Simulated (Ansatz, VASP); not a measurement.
## Ta2Si2O: VASP beside Ansatz

```
Ta Si O
1.0
     4.18503    0.00000    0.00000
    -2.09252    3.62434    0.00000
     0.00000    0.00000    5.75293
Ta Si O
2 2 1
Direct
  0.00000 0.00000 0.70776
  0.00000 0.00000 0.29224
  0.33333 0.66667 0.50000
  0.66667 0.33333 0.50000
  0.00000 0.00000 0.00000
```

Alike in both runs: task single point; functional PBE; k mesh 6 × 6 × 4; occupations gaussian, width 0.1 eV; no spin polarisation.

|  | VASP | Ansatz |
| --- | --- | --- |
| version | VASP 6.6.1 | Ansatz 0.2.0 |
| potentials or method | VASP PAW PBE potentials, release 64 (Ta_pv, Si, O), cutoff 520 eV | scalar-relativistic, plane waves, PAW |
| valence electrons in the cell | 36 | 40 |

|  | VASP | Ansatz | Ansatz less VASP |
| --- | --- | --- | --- |
| gap on the k mesh at the Fermi level (eV) | none | none | - |
| rms of the force components (eV/Å) | 2.496 | 2.420 | -0.0762 |

Atom by atom the forces differ by 0.076 eV/Å (rms over components). A gap of «none» marks a metal or a gap that the smearing closes. VASP's potentials hold 36 valence electrons a cell and Ansatz's 40, so a difference there can come from the potentials and not from the codes.

Spin-orbit coupling is off throughout.
